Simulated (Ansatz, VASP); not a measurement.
## One calculation of B2Ru3, two programs

INCAR

```
SYSTEM = B2Ru3
PREC = Accurate
ENCUT = 600
EDIFF = 1E-6
ISMEAR = 0
SIGMA = 0.1
LREAL = .FALSE.
LASPH = .TRUE.
NELM = 60
ALGO = Fast
ISIF = 3
LWAVE = .FALSE.
LCHARG = .FALSE.
GGA = PE
IBRION = 2
NSW = 90
EDIFFG = -0.04
```

KPOINTS

```
Automatic mesh
0
G
  4 4 4
  0 0 0
```

POSCAR

```
B2Ru3
1.0
    5.0358096400      0.0000000000      0.0000000000
    0.0000000000      5.0358096400      0.0000000000
    0.0000000000      0.0000000000      5.0358096400
B Ru
4 6
Direct
    0.2500000000      0.2500000000      0.2500000000
    0.2500000000      0.7500000000      0.7500000000
    0.7500000000      0.7500000000      0.2500000000
    0.7500000000      0.2500000000      0.7500000000
    0.0000000000      0.5000000000      0.5000000000
    0.0000000000      0.5000000000      0.0000000000
    0.5000000000      0.0000000000      0.5000000000
    0.0000000000      0.0000000000      0.5000000000
    0.5000000000      0.0000000000      0.0000000000
    0.5000000000      0.5000000000      0.0000000000
```

Input for Ansatz:

```yaml
crystal:
  lattice:
    - [5.03580964, 0.0, 0.0]
    - [0.0, 5.03580964, 0.0]
    - [0.0, 0.0, 5.03580964]
  atoms:
    - { symbol: B, position: [0.25, 0.25, 0.25] }
    - { symbol: B, position: [0.25, 0.75, 0.75] }
    - { symbol: B, position: [0.75, 0.75, 0.25] }
    - { symbol: B, position: [0.75, 0.25, 0.75] }
    - { symbol: Ru, position: [0.0, 0.5, 0.5] }
    - { symbol: Ru, position: [0.0, 0.5, 0.0] }
    - { symbol: Ru, position: [0.5, 0.0, 0.5] }
    - { symbol: Ru, position: [0.0, 0.0, 0.5] }
    - { symbol: Ru, position: [0.5, 0.0, 0.0] }
    - { symbol: Ru, position: [0.5, 0.5, 0.0] }
basis:
  ecutwfc: 420
kpoints:
  mp_grid: { grid: [4, 4, 4] }
hamiltonian:
  xc: pbe
scf:
  occupations: { method: gaussian, width: 0.1 }
  lower_state_search: "off"
output:
  forces: true
  stress: true
  eigenvalues: true
relax:
  adjacent_minimum: "off"
  f_tol: 0.04
  max_steps: 70
  cell: { stress_tol: 0.4 }
```

Change from the starting cell: species swapped into the Mg3As2 type (Pn-3m, No. 224).

Alike in both runs: task relaxation of cell and atoms; functional PBE; k mesh 4 × 4 × 4; occupations gaussian, width 0.1 eV; no spin polarisation.

```csv
,VASP,Ansatz
version,VASP 6.6.1,Ansatz 0.2.0
potentials or method,"VASP PAW PBE potentials, release 64 (B, Ru_pv), cutoff 600 eV","scalar-relativistic, plane waves, PAW"
valence electrons in the cell,96,108
```

|  | VASP | Ansatz | Ansatz less VASP |
| --- | --- | --- | --- |
| gap on the k mesh at the Fermi level, each at its own relaxed structure (eV) | none | none | - |
| relaxed volume (Å³/atom) | 13.25 | 13.25 | -0.004 |
| relaxed cell length with the largest relative difference (Å) | 5.098 | 5.098 | -0.0005 |

A gap of «none» marks a metal or a gap that the smearing closes. VASP's potentials hold 96 valence electrons a cell and Ansatz's 108, so a difference there can come from the potentials and not from the codes.
